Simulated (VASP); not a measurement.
Wanted: the native input for a VASP 6.6.1 run.

- Task: single point
- Functional: r2SCAN
- Potentials or basis: VASP PAW PBE potentials, release 64 (Sb)
- Cutoff: 520 eV
- k mesh: 9 × 6 × 6
- Occupations: fermi-dirac, width 0.05 eV
- Spin: no spin polarisation
- Dipole correction: no
- Further INCAR settings: ALGO = Normal; EDIFF = 1e-06; NBANDS = 12

The system is Sb.

```
Sb
1.0
     3.12240    0.00000    0.00000
     0.00000    4.34752    0.00000
    -0.03891    0.00000    4.40585
Sb
2
Direct
  0.01139 0.25000 0.24117
  0.98861 0.75000 0.75883
```

These files were run (other wordings do the same):

POSCAR

```
Sb
1.0
    3.1224020000      0.0000000000      0.0000000000
    0.0000000000      4.3475180000      0.0000000000
   -0.0389150000      0.0000000000      4.4058520000
Sb
2
Direct
    0.0113890000      0.2500000000      0.2411660000
    0.9886110000      0.7500000000      0.7588340000
```

INCAR.step1

```
SYSTEM = Sb
ALGO = Normal
EDIFF = 1E-4
ENCUT = 520
GGA = PE
ISMEAR = -1
LASPH = .True.
LCHARG = .False.
LREAL = .False.
LWAVE = .True.
NBANDS = 12
NELM = 60
PREC = Accurate
SIGMA = 0.05
```

INCAR.step2

```
SYSTEM = Sb
ALGO = Normal
EDIFF = 1E-6
ENCUT = 520
ISIF = 2
ISMEAR = -1
ISTART = 1
LASPH = .True.
LCHARG = .False.
LMIXTAU = .True.
LREAL = .False.
LWAVE = .False.
METAGGA = R2SCAN
NBANDS = 12
NELM = 60
PREC = Accurate
SIGMA = 0.05
```

KPOINTS

```
k-points
0
Gamma
  9 6 6
  0 0 0
```

Potentials or basis: VASP PAW PBE potentials, release 64 (Sb).

Launch:

```console
$ cat potpaw_PBE.64/Sb/POTCAR > POTCAR
$ cp INCAR.step1 INCAR
$ mpirun -np 1 vasp_std > vasp.out
$ cp INCAR.step2 INCAR
$ mpirun -np 1 vasp_std > vasp.out
```

Results of the run:

```yaml
Pressure: -0.8 GPa
Largest_force: 0.048 eV/Å
Band_gap_on_the_k_mesh: zero (band 5 reaches 12.43 eV, above the bottom of band 6 at 3.58 eV)
```

Caveat: the PAW data sets were made with another functional, which shifts forces and pressure a little; spin-orbit coupling is left out, which moves the levels of the heavy elements.

Wall time 3.1 min on 1 thread of Intel Xeon 8259CL (shared host), peak memory 0.21 GiB.
